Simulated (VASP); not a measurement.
# Cd3Te (Pm-3m) in VASP: notebook

Runs on Cd3Te. Level: PBE. Tasks: single point.

All numbers are computed with VASP 6.6.1; they aren't measurements. Logs are shortened: lines on timing, memory, paths and dates and some standing lists are left out, and cuts for length are marked.

### Step 1. The cell of the first run

The structure is cubic, space group Pm-3m (No. 221). Conventional cell: a = 4.674 Å, b = 4.674 Å, c = 4.674 Å, α = 90.00°, β = 90.00°, γ = 90.00°. Within 4.3 Å of Cd (site symmetry 4/mmm) lie 8 Cd at 3.30 Å and 4 Te at 3.30 Å. Within 4.3 Å of Te (site symmetry m-3m) lie 12 Cd at 3.30 Å.

### Step 2. Single point, PBE

INCAR reads:

```
SYSTEM = Cd3Te
  ALGO = Normal
  EDIFF = 1E-7
  ENCUT = 520
  GGA = PE
  ISIF = 2
  ISMEAR = 0
  LASPH = .True.
  LCHARG = .False.
  LREAL = .False.
  LWAVE = .False.
  NBANDS = 29
  NELM = 80
  PREC = Accurate
  SIGMA = 0.1
```

KPOINTS reads:

```
k-points
0
Gamma
  4 4 4
  0 0 0
```

POSCAR reads:

```
Cd3Te
1.0
    4.6739249023      0.0000000000      0.0000000000
    0.0000000000      4.6739249023      0.0000000000
    0.0000000000      0.0000000000      4.6739249023
Cd Te
3 1
Direct
    0.0000000000      0.5000000000      0.5000000000
    0.5000000000      0.0000000000      0.5000000000
    0.5000000000      0.5000000000      0.0000000000
    0.0000000000      0.0000000000      0.0000000000
```

Potentials or basis: VASP PAW PBE potentials, release 64 (Cd, Te).

On the command line:

```sh
cat potpaw_PBE.64/Cd/POTCAR potpaw_PBE.64/Te/POTCAR > POTCAR
mpirun -np 1 vasp_std > vasp.out
```

OUTCAR:

```text
SYSTEM = Cd3Te
   EDIFF = 1E-7
   ENCUT = 520
   GGA = PE
   ISIF = 2
   ISMEAR = 0
   LASPH = .True.
   LREAL = .False.
   NELM = 80
   PREC = Accurate

 ion  position               nearest neighbor table
   1  0.000  0.500  0.500-   2 3.30   3 3.30   4 3.30   3 3.30   4 3.30   2 3.30   4 3.30   4 3.30
                             2 3.30   3 3.30   3 3.30   2 3.30
   2  0.500  0.000  0.500-   1 3.30   3 3.30   4 3.30   3 3.30   4 3.30   1 3.30   3 3.30   3 3.30
                             1 3.30   4 3.30   4 3.30   1 3.30
   3  0.500  0.500  0.000-   1 3.30   2 3.30   4 3.30   1 3.30   2 3.30   2 3.30   4 3.30   2 3.30
                             1 3.30   4 3.30   1 3.30   4 3.30
   4  0.000  0.000  0.000-   1 3.30   2 3.30   3 3.30   1 3.30   2 3.30   1 3.30   3 3.30   1 3.30
                             2 3.30   3 3.30   2 3.30   3 3.30

  LATTYP: Found a simple cubic cell.
 ALAT       =     4.6739249023

  Lattice vectors:

 A1 = (   4.6739249023,   0.0000000000,   0.0000000000)
 A2 = (   0.0000000000,   4.6739249023,   0.0000000000)
 A3 = (   0.0000000000,   0.0000000000,   4.6739249023)

Analysis of symmetry for initial positions (statically):
=====================================================================
 Subroutine PRICEL returns:
 Original cell was already a primitive cell.

 Routine SETGRP: Setting up the symmetry group for a
 simple cubic supercell.

 Subroutine GETGRP returns: Found 48 space group operations
 (whereof 48 operations were pure point group operations)
 out of a pool of 48 trial point group operations.

The static configuration has the point symmetry O_h .

Analysis of symmetry for dynamics (positions and initial velocities):
=====================================================================
 Subroutine PRICEL returns:
 Original cell was already a primitive cell.

 Routine SETGRP: Setting up the symmetry group for a
 simple cubic supercell.

 Subroutine GETGRP returns: Found 48 space group operations
 (whereof 48 operations were pure point group operations)
 out of a pool of 48 trial point group operations.

The dynamic configuration has the point symmetry O_h .

 Subroutine INISYM returns: Found 48 space group operations
 (whereof 48 operations are pure point group operations),
 and found     1 'primitive' translations

----------------------------------------------------------------------------------------

                                     Primitive cell

  volume of cell :     102.1046

  direct lattice vectors                    reciprocal lattice vectors
     4.673924902  0.000000000  0.000000000     0.213952946  0.000000000  0.000000000
     0.000000000  4.673924902  0.000000000     0.000000000  0.213952946  0.000000000
     0.000000000  0.000000000  4.673924902     0.000000000  0.000000000  0.213952946

  length of vectors
     4.673924902  4.673924902  4.673924902     0.213952946  0.213952946  0.213952946

  position of ions in fractional coordinates (direct lattice)
     0.000000000  0.500000000  0.500000000
     0.500000000  0.000000000  0.500000000
     0.500000000  0.500000000  0.000000000
     0.000000000  0.000000000  0.000000000

  ion indices of the primitive-cell ions
   primitive index   ion index
                 1           1
                 2           2
                 3           3
                 4           4

----------------------------------------------------------------------------------------

 KPOINTS: k-points

Automatic generation of k-mesh.
 Grid dimensions read from file:
 generate k-points for:    4    4    4

 Generating k-lattice:

  Cartesian coordinates                     Fractional coordinates (reciprocal lattice)
     0.053488236  0.000000000  0.000000000     0.250000000  0.000000000  0.000000000
     0.000000000  0.053488236  0.000000000     0.000000000  0.250000000  0.000000000
     0.000000000  0.000000000  0.053488236     0.000000000  0.000000000  0.250000000

  Length of vectors
     0.053488236  0.053488236  0.053488236

  Shift w.r.t. Gamma in fractional coordinates (k-lattice)
     0.000000000  0.000000000  0.000000000

 Subroutine IBZKPT returns following result:
 ===========================================

 Found     10 irreducible k-points:

 Following reciprocal coordinates:
            Coordinates               Weight
  0.000000  0.000000  0.000000      1.000000
  0.250000  0.000000  0.000000      6.000000
  0.500000  0.000000  0.000000      3.000000
  0.250000  0.250000  0.000000     12.000000
  0.500000  0.250000  0.000000     12.000000
  0.500000  0.500000  0.000000      3.000000
  0.250000  0.250000  0.250000      8.000000
  0.500000  0.250000  0.250000     12.000000
  0.500000  0.500000  0.250000      6.000000
  0.500000  0.500000  0.500000      1.000000
   k-points           NKPTS =     10   k-points in BZ     NKDIM =     10   number of bands    NBANDS=     29
   number of dos      NEDOS =    301   number of ions     NIONS =      4
   total plane-waves  NPLWV =  46656
   dimension x,y,z NGX =    36 NGY =   36 NGZ =   36
   dimension x,y,z NGXF=    72 NGYF=   72 NGZF=   72
   ions per type =               3   1
   NGX,Y,Z   is equivalent  to a cutoff of  12.80, 12.80, 12.80 a.u.
   NGXF,Y,Z  is equivalent  to a cutoff of  25.61, 25.61, 25.61 a.u.
 SYSTEM =  Cd3Te
   PREC   = accura    normal or accurate (medium, high low for compatibility)
   ISTART =      0    job   : 0-new  1-cont  2-samecut
   ICHARG =      2    charge: 1-file 2-atom 10-const
   ISPIN  =      1    spin polarized calculation?
   LNONCOLLINEAR =      F non collinear calculations
   LSORBIT =      F    spin-orbit coupling
   LASPH  =      T    aspherical Exc in radial PAW
   ENCUT  =  520.0 eV  38.22 Ry    6.18 a.u.   8.69  8.69  8.69*2*pi/ulx,y,z
   NELM   =     80;   NELMIN=  2; NELMDL= -5     # of ELM steps
   EDIFF  = 0.1E-06   stopping-criterion for ELM
   LREAL  =      F    real-space projection
   EDIFFG = 0.1E-05   stopping-criterion for IOM
   NSW    =      0    number of steps for IOM
   IBRION =     -1    ionic relax: 0-MD 1-quasi-New 2-CG
   NFREE  =      0    steps in history (QN), initial steepest desc. (CG)
   ISIF   =      2    stress and relaxation
   ISYM   =      2    0-nonsym 1-usesym 2-fastsym
   POTIM  = 0.5000    time-step for ionic-motion
   TEBEG  =    0.0;   TEEND  =   0.0 temperature during run
   PSTRESS=    0.0 pullay stress
   NELECT =      42.0000    total number of electrons
   NUPDOWN=      -1.0000    fix difference up-down
   EMIN   =  10.00;   EMAX   =-10.00  energy-range for DOS
   EFERMI =   0.00;   METHOD = LEGACY
   ISMEAR =     0;   SIGMA  =   0.10  broadening in eV -4-tet -1-fermi 0-gaus
   EFERMI_NEDOS =   21; number of points for ismear=-14 and -15
   IALGO  =     38    algorithm
   IMIX   =      4    mixing-type and parameters
     AMIX     =   0.40;   BMIX     =  1.00
     AMIX_MAG =   1.60;   BMIX_MAG =  1.00
  volume/ion in A,a.u.               =      25.53       172.26
  Fermi-wavevector in a.u.,A,eV,Ry     =   1.217520  2.300780 20.168672  1.482356
  Thomas-Fermi vector in A             =   2.352838
   LORBIT       =      0    0 simple, 1 ext, 2 COOP (PROOUT), +10 PAW based schemes
   GGA     = PE    functional components
   LHFCALC =     F    Hartree Fock is set to
   AEXX    =    0.0000 exact exchange contribution
   IVDW    =     0    specifies the selected vdW correction
   LEPSILON=     F    determine dielectric tensor
   LRPA    =     F    only Hartree local field effects (RPA)
 non-spin polarized calculation
 Gauss-broadening in eV      SIGMA  =   0.10
  energy-cutoff  :      520.00
  volume of cell :      102.10
 maximum number of plane-waves:      2800
 NGX is ok and might be reduce to    36
   NGX = 17   NGY = 17   NGZ = 17

 number of electron      42.0000013 magnetization

 Free energy of the ion-electron system (eV)
  ---------------------------------------------------
  ext. energy  EPLUGINS =         0.00000000
  ---------------------------------------------------
  free energy    TOTEN  =        -5.30454033 eV

  energy without entropy =       -5.29495139  energy(sigma->0) =       -5.29974586

 E-fermi :   3.7597     XC(G=0): -10.2744

 val. band max:        3.6971453645   @ k =   0.2500   0.2500   0.2500
 cond. band min:       3.9466897520   @ k =   0.0000   0.0000   0.0000
 fundamental gap:      0.2495443876
 Fermi energy:         3.7597370966

 k-point     1 :       0.0000    0.0000    0.0000
  band No.  band energies     occupation
      1      -8.2892      2.00000
      2      -5.3578      2.00000
      3      -5.3578      2.00000
      4      -5.3578      2.00000
      5      -5.3553      2.00000
      6      -5.1722      2.00000
[... 21 lines left out ...]
     28       9.6393      0.00000
     29      11.3903      0.00000

 k-point     2 :       0.2500    0.0000    0.0000
  band No.  band energies     occupation
      1      -8.1066      2.00000
      2      -5.3293      2.00000
      3      -5.2665      2.00000
      4      -5.2651      2.00000
      5      -5.2651      2.00000
      6      -5.1596      2.00000
[... 21 lines left out ...]
     28       9.1012      0.00000
     29      11.7649      0.00000

 k-point     3 :       0.5000    0.0000    0.0000
  band No.  band energies     occupation
      1      -7.8909      2.00000
      2      -5.2968      2.00000
      3      -5.2596      2.00000
      4      -5.1025      2.00000
      5      -5.1025      2.00000
      6      -5.0810      2.00000
[... 21 lines left out ...]
     28      10.2713      0.00000
     29      10.9514      0.00000

 k-point     4 :       0.2500    0.2500    0.0000
  band No.  band energies     occupation
      1      -7.9655      2.00000
      2      -5.2830      2.00000
      3      -5.2419      2.00000
      4      -5.1859      2.00000
      5      -5.1857      2.00000
      6      -5.1016      2.00000
[... 149 lines left out ...]
     28      11.2338      0.00000
     29      11.9756      0.00000

 k-point     9 :       0.5000    0.5000    0.2500
  band No.  band energies     occupation
      1      -7.7681      2.00000
      2      -5.1747      2.00000
      3      -5.1747      2.00000
      4      -5.1699      2.00000
      5      -5.0441      2.00000
      6      -5.0441      2.00000
[... 21 lines left out ...]
     28      11.8968      0.00000
     29      11.8968      0.00000

 k-point    10 :       0.5000    0.5000    0.5000
  band No.  band energies     occupation
      1      -7.8107      2.00000
      2      -5.2380      2.00000
      3      -5.2380      2.00000
      4      -5.2380      2.00000
      5      -5.0645      2.00000
      6      -5.0645      2.00000
[... 21 lines left out ...]
     28      14.2523      0.00000
     29      14.3496      0.00000

------------------------ aborting loop because EDIFF is reached ----------------------------------------

  FORCE on cell =-STRESS in cart. coord.  units (eV):
  Direction    XX          YY          ZZ          XY          YZ          ZX
  --------------------------------------------------------------------------------------
  -------------------------------------------------------------------------------------
  Total        0.1945948      0.1945948      0.1945948      0.0000000      0.0000000     -0.0000000
  in kB        3.0534912      3.0534912      3.0534912      0.0000000      0.0000000     -0.0000000
  external PRESSURE =       3.0534912 kB  Pullay stress =       0.0000000 kB

 VOLUME and BASIS-vectors are now :
 -----------------------------------------------------------------------------
  energy-cutoff  :      520.00
  volume of cell :      102.10
      direct lattice vectors                 reciprocal lattice vectors
     4.673924902  0.000000000  0.000000000     0.213952946  0.000000000  0.000000000
     0.000000000  4.673924902  0.000000000     0.000000000  0.213952946  0.000000000
     0.000000000  0.000000000  4.673924902     0.000000000  0.000000000  0.213952946

 POSITION                                       TOTAL-FORCE (eV/Angst)
 -----------------------------------------------------------------------------------
      0.00000      2.33696      2.33696         0.000000      0.000000      0.000000
      2.33696      0.00000      2.33696         0.000000      0.000000      0.000000
      2.33696      2.33696      0.00000         0.000000      0.000000      0.000000
      0.00000      0.00000      0.00000         0.000000      0.000000      0.000000
 -----------------------------------------------------------------------------------
    total drift:                                0.000000      0.000000      0.000000

  FREE ENERGIE OF THE ION-ELECTRON SYSTEM (eV)
  ---------------------------------------------------
  free  energy   TOTEN  =        -5.3045403252 eV

  energy  without entropy=       -5.2949513884  energy(sigma->0) =       -5.29974586
```

It took 49 s on 1 thread of AMD EPYC 7R43 (Zen 3), shared host; peak memory 0.18 GiB.

What came out:

```
Free energy            : -5.3045 eV
Pressure               : 0.3 GPa
Band gap on the k mesh : zero (band 21 reaches 4.46 eV, above the bottom of band 22 at 1.69 eV)
```

Caveat: spin-orbit coupling is left out, which moves the levels of the heavy elements.

### Step 3. Single point, PBE

This run uses another cell than the first one, of 25.86 Å³/atom, 1.013 times its volume.

INCAR reads:

```
SYSTEM = Cd3Te
  PREC = Accurate
  ENCUT = 520
  EDIFF = 1E-6
  ISMEAR = 0
  SIGMA = 0.1
  LREAL = .FALSE.
  LASPH = .TRUE.
  NELM = 80
  ALGO = Fast
  ISIF = 2
  LWAVE = .FALSE.
  LCHARG = .FALSE.
  GGA = PE
  NBANDS = 29
```

KPOINTS reads:

```
Automatic mesh
0
G
  10 10 10
  0 0 0
```

POSCAR reads:

```
Cd3Te
1.0
    4.6943754424      0.0000000000      0.0000000000
    0.0000000000      4.6943754424      0.0000000000
    0.0000000000      0.0000000000      4.6943754424
Cd Te
3 1
Direct
    0.0000000000      0.5000000000      0.5000000000
    0.5000000000      0.0000000000      0.5000000000
    0.5000000000      0.5000000000      0.0000000000
    0.0000000000      0.0000000000      0.0000000000
```

Potentials or basis: VASP PAW PBE potentials, release 64 (Cd, Te).

On the command line:

```sh
cat potpaw_PBE.64/Cd/POTCAR potpaw_PBE.64/Te/POTCAR > POTCAR
mpirun -np 1 vasp_std > vasp.out
```

Wall time 3 min (1 thread of AMD EPYC 7R43 (Zen 3), shared host); peak memory 0.25 GiB.

The run converged. Its results:

```
Free energy            : -5.1207 eV
Pressure               : 0.1 GPa
Band gap on the k mesh : zero (band 21 reaches 4.39 eV, above the bottom of band 22 at 1.58 eV)
```

Levels at points of the mesh, in eV from the Fermi level:
```
           k point  band 19  band 20  band 21  band 22  band 23  band 24
(0.00, 0.00, 0.00)    -3.13    -3.13     0.10     0.10     2.96     2.96
(0.50, 0.00, 0.00)    -2.11    -2.11     0.30     1.09     1.26     1.26
(0.50, 0.50, 0.00)    -4.14    -1.45     0.64     1.28     1.28     2.98
(0.50, 0.50, 0.50)    -4.26    -2.13    -2.13    -2.13    -1.87     5.51
```

Caveat: spin-orbit coupling is left out, which moves the levels of the heavy elements.
